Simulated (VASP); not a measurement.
Wanted: the native input for a VASP 6.6.1 run.

```
Task                   : single point
Functional             : LDA
Potentials or basis    : VASP PAW LDA potentials, release 64 (Al, N)
Cutoff                 : 520 eV
k mesh                 : 8 × 6 × 4
Occupations            : gaussian, width 0.05 eV
Spin                   : no spin polarisation
Dipole correction      : no
Further INCAR settings : ALGO = Normal; EDIFF = 1e-06; NBANDS = 26
```

The structure of AlN lies in POSCAR:

```
AlN
1.0
   -3.2758593877      0.0000000000      0.0000000000
    0.0000000000      0.0000000000     -4.1006874301
    0.0000000000     -5.6739548979      0.0000000000
Al N
4 4
Direct
    0.5456674058      0.2985284488      0.1666666667
    0.9543325942      0.2014715512      0.6666666667
    1.0456674058      0.7985284488      0.3333333333
    0.4543325942      0.7014715512      0.8333333333
    0.5444373168      0.7537918346      0.1666666667
    0.9555626832      0.7462081654      0.6666666667
    1.0444373168      0.2537918346      0.3333333333
    0.4555626832      0.2462081654      0.8333333333
```

This cell differs from its parent crystal: atoms displaced along a vibrational mode.

One way to write it, as run:

INCAR

```
ALGO = Normal
EDIFF = 1E-6
ENCUT = 520
ISIF = 2
ISMEAR = 0
LASPH = T
LCHARG = T
LELF = T
LREAL = F
LVHAR = T
LWAVE = F
NBANDS = 26
NELM = 60
PREC = Accurate
SIGMA = 0.05
```

KPOINTS

```
k-points
0
Gamma
  8 6 4
```

Potentials or basis: VASP PAW LDA potentials, release 64 (Al, N).

Run with:

```console
$ cat potpaw_LDA.64/Al/POTCAR potpaw_LDA.64/N/POTCAR > POTCAR
$ mpirun -np 1 vasp_std > vasp.out
```

It gave:

- Pressure: 3.9 GPa
- Largest force: 1.961 eV/Å
- Band gap on the k mesh: 3.52 eV

Caveat: the cell differs from its parent crystal (atoms displaced along a vibrational mode); the cell stands under pressure; forces of over 1 eV/Å act on the atoms, so gaps and moduli don't describe the material at rest.

Wall time 110 s on 1 thread of AMD EPYC 7R13 (shared host), peak memory 0.2 GiB.
